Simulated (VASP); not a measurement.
Crystal: CaF2.

```
Ca F
1.0
     0.00000    2.71267    2.71267
     2.71267    0.00000    2.71267
     2.71267    2.71267    0.00000
Ca F
1 2
Direct
  0.00000 0.00000 0.00000
  0.75000 0.75000 0.75000
  0.25000 0.25000 0.25000
```

Base run:

| Quantity | Value |
| --- | --- |
| Program | VASP 6.6.1 |
| Functional | BLYP |
| Potentials or basis | VASP PAW PBE potentials, release 64 (Ca_sv, F) |
| Cutoff | 600 eV |
| k mesh | 8 × 8 × 8 |
| Occupations | fermi-dirac, width 0.05 eV |
| Spin | no spin polarisation |

Its results: band gap on the k mesh 7.52 eV (least direct gap 7.78 eV); pressure 6.3 GPa.

Problem. The run is repeated on the same cell with these changes: functional from BLYP to PBE; dispersion from none to D4. What comes out?

Solution. Band gap on the k mesh 7.40 eV (least direct gap 7.66 eV); pressure 3.0 GPa.

Several settings changed at once.

Caveats: the cell stands under pressure (at least some runs); the PAW data sets were made with another functional, which shifts forces and pressure a little (at least some runs).

A k mesh can miss the band edges.
